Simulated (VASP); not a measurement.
# RuF2 (R-3m) in VASP: single point with r2SCAN+U

Aim: the single point of RuF2 with r2SCAN+U.

Everything below comes from runs of VASP 6.6.1. Logs are shortened: lines on timing, memory, paths and dates and some standing lists are left out, and cuts for length are marked.

**1. The cell of the first run**

The structure is trigonal, space group R-3m (No. 166). The conventional cell has a = 2.953 Å, b = 2.953 Å, c = 13.393 Å, α = 90.00°, β = 90.00°, γ = 120.00°. Ru (site symmetry -3m) has 6 F at 2.02 Å within 2.7 Å. Within 2.7 Å of F (site symmetry 3m) lie 3 Ru at 2.02 Å.

**2. Single point, r2SCAN+U**

Contents of POSCAR:

```
RuF2
1.0
    1.4766179400      0.8525257600      4.4643721500
   -1.4766179400      0.8525257600      4.4643721500
    0.0000000000     -1.7050515300      4.4643721500
Ru F
1 2
Direct
    0.0000000000      0.0000000000      0.0000000000
    0.2520000000      0.2520000000      0.2520000000
    0.7480000000      0.7480000000      0.7480000000
```

Contents of INCAR.step1:

```
SYSTEM = RuF2
PREC     = Accurate       ! precision mode
ENCUT    = 520            ! plane-wave cutoff, eV
ISMEAR   = 0              ! smearing method
SIGMA    = 0.05           ! smearing width, eV
LREAL    = .False.        ! projectors in reciprocal space
LASPH    = .True.         ! aspherical terms in the spheres
NELM     = 150            ! most SCF steps
LMAXMIX  = 4              ! l up to which the mixer works
LDAU     = .True.         ! DFT+U
LDAUTYPE = 2            
LDAUL    = 2 -1           ! shell
LDAUU    = 4 0            ! U, eV
LDAUJ    = 0 0          
NBANDS   = 21             ! bands
GGA      = PE             ! functional
ALGO     = Normal         ! electronic algorithm
EDIFF    = 1E-4           ! SCF threshold, eV
LWAVE    = .True.         ! write WAVECAR
LCHARG   = .False.        ! write CHGCAR
```

Contents of INCAR.step2:

```
SYSTEM = RuF2
PREC     = Accurate       ! precision mode
ENCUT    = 520            ! plane-wave cutoff, eV
EDIFF    = 1E-6           ! SCF threshold, eV
ISMEAR   = 0              ! smearing method
SIGMA    = 0.05           ! smearing width, eV
LREAL    = .False.        ! projectors in reciprocal space
LASPH    = .True.         ! aspherical terms in the spheres
NELM     = 150            ! most SCF steps
ALGO     = Normal         ! electronic algorithm
ISIF     = 2              ! what is computed and relaxed
LWAVE    = .False.        ! write WAVECAR
LCHARG   = .True.         ! write CHGCAR
LMAXMIX  = 4              ! l up to which the mixer works
LDAU     = .True.         ! DFT+U
LDAUTYPE = 2            
LDAUL    = 2 -1           ! shell
LDAUU    = 4 0            ! U, eV
LDAUJ    = 0 0          
LDAUPRINT= 1            
METAGGA  = R2SCAN         ! meta-GGA
LMIXTAU  = .True.       
LELF     = .True.         ! ELF
LVHAR    = .True.       
NBANDS   = 21             ! bands
ISTART   = 1
```

Contents of KPOINTS:

```
regular mesh
0
Gamma
  7 7 7
  0 0 0
```

Potentials or basis: VASP PAW PBE potentials, release 64 (Ru_pv, F).

On the command line:

```bash
$ cat potpaw_PBE.64/Ru_pv/POTCAR potpaw_PBE.64/F/POTCAR > POTCAR
$ cp INCAR.step1 INCAR
$ mpirun -np 1 vasp_std > vasp.out
$ cp INCAR.step2 INCAR
$ mpirun -np 1 vasp_std > vasp.out
```

OUTCAR:

```text
SYSTEM = RuF2
   PREC = Accurate
   ENCUT = 520
   EDIFF = 1E-6
   ISMEAR = 0
   LREAL = .False.
   LASPH = .True.
   NELM = 150
   ISIF = 2
   METAGGA = R2SCAN
   ISTART = 1

 ion  position               nearest neighbor table
   1  0.000  0.000  0.000-   3 2.02   2 2.02   3 2.02   3 2.02   2 2.02   2 2.02
   2  0.252  0.252  0.252-   1 2.02   1 2.02   1 2.02
   3  0.748  0.748  0.748-   1 2.02   1 2.02   1 2.02

  LATTYP: Found a trigonal (rhomboedric) cell.
 ALAT       =     4.7788931151
 COS(alpha) =     0.8090535270

  Lattice vectors:

 A1 = (   1.4766179400,   0.8525257600,   4.4643721500)
 A2 = (  -1.4766179400,   0.8525257600,   4.4643721500)
 A3 = (   0.0000000000,  -1.7050515300,   4.4643721500)

Analysis of symmetry for initial positions (statically):
=====================================================================
 Subroutine PRICEL returns:
 Original cell was already a primitive cell.

 Routine SETGRP: Setting up the symmetry group for a
 trigonal (rhombohedral) supercell.

 Subroutine GETGRP returns: Found 12 space group operations
 (whereof 12 operations were pure point group operations)
 out of a pool of 12 trial point group operations.

The static configuration has the point symmetry D_3d.

Analysis of symmetry for dynamics (positions and initial velocities):
=====================================================================
 Subroutine PRICEL returns:
 Original cell was already a primitive cell.

 Routine SETGRP: Setting up the symmetry group for a
 trigonal (rhombohedral) supercell.

 Subroutine GETGRP returns: Found 12 space group operations
 (whereof 12 operations were pure point group operations)
 out of a pool of 12 trial point group operations.

The dynamic configuration has the point symmetry D_3d.

 Subroutine INISYM returns: Found 12 space group operations
 (whereof 12 operations are pure point group operations),
 and found     1 'primitive' translations

----------------------------------------------------------------------------------------

                                     Primitive cell

  volume of cell :      33.7200

  direct lattice vectors                    reciprocal lattice vectors
     1.476617940  0.852525760  4.464372150     0.338611625  0.195497513  0.074665221
    -1.476617940  0.852525760  4.464372150    -0.338611625  0.195497513  0.074665221
     0.000000000 -1.705051530  4.464372150     0.000000000 -0.390995026  0.074665221

  length of vectors
     4.778893115  4.778893115  4.778893116     0.398060304  0.398060304  0.398060304

  position of ions in fractional coordinates (direct lattice)
     0.000000000  0.000000000  0.000000000
     0.252000000  0.252000000  0.252000000
     0.748000000  0.748000000  0.748000000

  ion indices of the primitive-cell ions
   primitive index   ion index
                 1           1
                 2           2
                 3           3

----------------------------------------------------------------------------------------

 KPOINTS: regular mesh

Automatic generation of k-mesh.
 Grid dimensions read from file:
 generate k-points for:    7    7    7

 Generating k-lattice:

  Cartesian coordinates                     Fractional coordinates (reciprocal lattice)
     0.048373089  0.027928216  0.010666460     0.142857143  0.000000000  0.000000000
    -0.048373089  0.027928216  0.010666460     0.000000000  0.142857143  0.000000000
     0.000000000 -0.055856432  0.010666460    -0.000000000 -0.000000000  0.142857143

  Length of vectors
     0.056865758  0.056865758  0.056865758

  Shift w.r.t. Gamma in fractional coordinates (k-lattice)
     0.000000000  0.000000000  0.000000000

 Subroutine IBZKPT returns following result:
 ===========================================

 Found     44 irreducible k-points:

 Following reciprocal coordinates:
            Coordinates               Weight
  0.000000  0.000000  0.000000      1.000000
  0.142857  0.000000  0.000000      6.000000
  0.285714  0.000000  0.000000      6.000000
  0.428571  0.000000  0.000000      6.000000
  0.142857  0.142857  0.000000      6.000000
  0.285714  0.142857  0.000000     12.000000
[... 16 lines left out ...]
  0.285714  0.285714  0.142857      6.000000
  0.428571  0.285714  0.142857     12.000000
 [... further k-points ...]
   k-points           NKPTS =     44   k-points in BZ     NKDIM =     44   number of bands    NBANDS=     21
   number of dos      NEDOS =    301   number of ions     NIONS =      3
   total plane-waves  NPLWV =  46656
   dimension x,y,z NGX =    36 NGY =   36 NGZ =   36
   dimension x,y,z NGXF=    72 NGYF=   72 NGZF=   72
   ions per type =               1   2
   NGX,Y,Z   is equivalent  to a cutoff of  12.52, 12.52, 12.52 a.u.
   NGXF,Y,Z  is equivalent  to a cutoff of  25.05, 25.05, 25.05 a.u.
 SYSTEM =  RuF2
   PREC   = accura    normal or accurate (medium, high low for compatibility)
   ISTART =      1    job   : 0-new  1-cont  2-samecut
   ICHARG =      0    charge: 1-file 2-atom 10-const
   ISPIN  =      1    spin polarized calculation?
   LNONCOLLINEAR =      F non collinear calculations
   LSORBIT =      F    spin-orbit coupling
   LASPH  =      T    aspherical Exc in radial PAW
   ENCUT  =  520.0 eV  38.22 Ry    6.18 a.u.   8.89  8.89  8.89*2*pi/ulx,y,z
   NELM   =    150;   NELMIN=  2; NELMDL=  0     # of ELM steps
   EDIFF  = 0.1E-05   stopping-criterion for ELM
   LREAL  =      F    real-space projection
   EDIFFG = 0.1E-04   stopping-criterion for IOM
   NSW    =      0    number of steps for IOM
   IBRION =     -1    ionic relax: 0-MD 1-quasi-New 2-CG
   NFREE  =      0    steps in history (QN), initial steepest desc. (CG)
   ISIF   =      2    stress and relaxation
   ISYM   =      2    0-nonsym 1-usesym 2-fastsym
   POTIM  = 0.5000    time-step for ionic-motion
   TEBEG  =    0.0;   TEEND  =   0.0 temperature during run
   PSTRESS=    0.0 pullay stress
   NELECT =      28.0000    total number of electrons
   NUPDOWN=      -1.0000    fix difference up-down
   EMIN   =  10.00;   EMAX   =-10.00  energy-range for DOS
   EFERMI =   0.00;   METHOD = LEGACY
   ISMEAR =     0;   SIGMA  =   0.05  broadening in eV -4-tet -1-fermi 0-gaus
   EFERMI_NEDOS =   21; number of points for ismear=-14 and -15
   IALGO  =     38    algorithm
   IMIX   =      4    mixing-type and parameters
     AMIX     =   0.40;   BMIX     =  1.00
     AMIX_MAG =   1.60;   BMIX_MAG =  1.00
  volume/ion in A,a.u.               =      11.24        75.85
  Fermi-wavevector in a.u.,A,eV,Ry     =   1.538739  2.907796 32.214772  2.367719
  Thomas-Fermi vector in A             =   2.645066
   LORBIT       =      0    0 simple, 1 ext, 2 COOP (PROOUT), +10 PAW based schemes
 LDA+U is selected, type is set to LDAUTYPE =  2
   angular momentum for each species LDAUL =     2   -1
   U (eV)           for each species LDAUU =   4.0  0.0
   J (eV)           for each species LDAUJ =   0.0  0.0
   METAGGA = R2SCAN    functional components
   LHFCALC =     F    Hartree Fock is set to
   AEXX    =    0.0000 exact exchange contribution
   IVDW    =     0    specifies the selected vdW correction
   LEPSILON=     F    determine dielectric tensor
   LRPA    =     F    only Hartree local field effects (RPA)
 non-spin polarized calculation
 Gauss-broadening in eV      SIGMA  =   0.05
  energy-cutoff  :      520.00
  volume of cell :       33.72
 maximum number of plane-waves:       931
   NGX = 17   NGY = 17   NGZ = 17

atom =   1  type =  1  l = 2

 onsite density matrix

spin component  1

  0.6718 -0.0000  0.0000 -0.3475 -0.0000
 -0.0000  0.4227 -0.0000  0.0000 -0.3475
  0.0000 -0.0000  0.9198 -0.0000 -0.0000
 -0.3475  0.0000 -0.0000  0.4227 -0.0000
 -0.0000 -0.3475 -0.0000 -0.0000  0.6718

spin component  2

  0.6718 -0.0000  0.0000 -0.3475 -0.0000
 -0.0000  0.4227 -0.0000  0.0000 -0.3475
  0.0000 -0.0000  0.9198 -0.0000 -0.0000
 -0.3475  0.0000 -0.0000  0.4227 -0.0000
 -0.0000 -0.3475 -0.0000 -0.0000  0.6718

 occupancies and eigenvectors

  o =  0.1781  v = -0.0000 -0.8177 -0.0000 -0.0000 -0.5756  0.0000  0.0000  0.0000  0.0000  0.0000      0.0000  0.0000  0.0000  0.0000  0.0000  0.0000  0.0000  0.0000  0.0000  0.0000
  o =  0.1781  v =  0.0000  0.0000  0.0000  0.0000  0.0000 -0.0000 -0.8177 -0.0000 -0.0000 -0.5756      0.0000  0.0000  0.0000  0.0000  0.0000  0.0000  0.0000  0.0000  0.0000  0.0000
  o =  0.1781  v = -0.5756  0.0000  0.0000 -0.8177  0.0000  0.0000  0.0000  0.0000  0.0000  0.0000      0.0000  0.0000  0.0000  0.0000  0.0000  0.0000  0.0000  0.0000  0.0000  0.0000
  o =  0.1781  v =  0.0000  0.0000  0.0000  0.0000  0.0000 -0.5756  0.0000  0.0000 -0.8177  0.0000      0.0000  0.0000  0.0000  0.0000  0.0000  0.0000  0.0000  0.0000  0.0000  0.0000
  o =  0.9164  v =  0.0000  0.0000  0.0000  0.0000  0.0000 -0.0000  0.5756 -0.0000  0.0000 -0.8177      0.0000  0.0000  0.0000  0.0000  0.0000  0.0000  0.0000  0.0000  0.0000  0.0000
  o =  0.9164  v = -0.0000  0.5756 -0.0000  0.0000 -0.8177  0.0000  0.0000  0.0000  0.0000  0.0000      0.0000  0.0000  0.0000  0.0000  0.0000  0.0000  0.0000  0.0000  0.0000  0.0000
  o =  0.9164  v =  0.8177  0.0000 -0.0000 -0.5756 -0.0000  0.0000  0.0000  0.0000  0.0000  0.0000      0.0000  0.0000  0.0000  0.0000  0.0000  0.0000  0.0000  0.0000  0.0000  0.0000
  o =  0.9164  v =  0.0000  0.0000  0.0000  0.0000  0.0000  0.8177  0.0000 -0.0000 -0.5756 -0.0000      0.0000  0.0000  0.0000  0.0000  0.0000  0.0000  0.0000  0.0000  0.0000  0.0000
  o =  0.9198  v =  0.0000  0.0000  0.0000  0.0000  0.0000  0.0000  0.0000  1.0000 -0.0000 -0.0000      0.0000  0.0000  0.0000  0.0000  0.0000  0.0000  0.0000  0.0000  0.0000  0.0000
  o =  0.9198  v =  0.0000  0.0000  1.0000 -0.0000 -0.0000  0.0000  0.0000  0.0000  0.0000  0.0000      0.0000  0.0000  0.0000  0.0000  0.0000  0.0000  0.0000  0.0000  0.0000  0.0000

 number of electron      27.9999999 magnetization

 Free energy of the ion-electron system (eV)
  ---------------------------------------------------
  ext. energy  EPLUGINS =         0.00000000
  ---------------------------------------------------
  free energy    TOTEN  =       -32.31745713 eV

  energy without entropy =      -32.31745713  energy(sigma->0) =      -32.31745713

 E-fermi :   5.2096     XC(G=0): -11.9149

 val. band max:        4.9015461472   @ k =  -0.1429   0.2857   0.1429
 cond. band min:       8.8505219280   @ k =   0.0000   0.0000   0.0000
 fundamental gap:      3.9489757808
 Fermi energy:         5.2095550925

 k-point     1 :       0.0000    0.0000    0.0000
  band No.  band energies     occupation
      1     -37.5245      2.00000
      2     -37.4201      2.00000
      3     -37.4201      2.00000
      4     -21.4840      2.00000
      5     -20.5437      2.00000
      6      -3.6668      2.00000
[... 550 lines left out ...]
      5     -20.7713      2.00000
      6      -2.8679      2.00000
[... 13 lines left out ...]
     20      20.9035      0.00000
     21      21.6077      0.00000

 [... further k-points ...]
[... 5 lines left out ...]
  --------------------------------------------------------------------------------------
  -------------------------------------------------------------------------------------
  Total        8.6016376      8.6016375      4.4898934      0.0000000     -0.0000000      0.0000000
  in kB      408.6998026    408.6998009    213.3336289      0.0000000     -0.0000002      0.0000000
  external PRESSURE =     343.5777441 kB  Pullay stress =       0.0000000 kB

 VOLUME and BASIS-vectors are now :
 -----------------------------------------------------------------------------
  energy-cutoff  :      520.00
  volume of cell :       33.72
      direct lattice vectors                 reciprocal lattice vectors
     1.476617940  0.852525760  4.464372150     0.338611625  0.195497513  0.074665221
    -1.476617940  0.852525760  4.464372150    -0.338611625  0.195497513  0.074665221
     0.000000000 -1.705051530  4.464372150     0.000000000 -0.390995026  0.074665221

 POSITION                                       TOTAL-FORCE (eV/Angst)
 -----------------------------------------------------------------------------------
      0.00000      0.00000      0.00000         0.000000     -0.000000     -0.000000
      0.00000     -0.00000      3.37507         0.000000      0.000000     -1.960332
      0.00000     -0.00000     10.01805         0.000000     -0.000000      1.960332
 -----------------------------------------------------------------------------------
    total drift:                               -0.000000      0.000000     -0.000000

  FREE ENERGIE OF THE ION-ELECTRON SYSTEM (eV)
  ---------------------------------------------------
  free  energy   TOTEN  =       -32.3174571313 eV

  energy  without entropy=      -32.3174571313  energy(sigma->0) =      -32.31745713
```

It took 3.6 min on 1 thread of Oxide Virtual Turin-like, shared host; peak memory 0.19 GiB.

What came out:

```
Free energy            : -32.3175 eV
Pressure               : 34.4 GPa
Largest force          : 1.960 eV/Å
Band gap on the k mesh : 3.95 eV, indirect (least direct gap 4.27 eV)
```

Forces on the atoms (eV/Å):
```
Ru   0.000  0.000  0.000
F    0.000  0.000 -1.960
F    0.000  0.000  1.960
```

Eigenvalues of the final occupation matrices:
```tsv
site	spin	trace	eigenvalues
site 1 d	1	3.11	0.18 0.18 0.92 0.92 0.92
site 1 d	2	3.11	0.18 0.18 0.92 0.92 0.92
```

Caveat: the PAW data sets were made with another functional, which shifts forces and pressure a little.
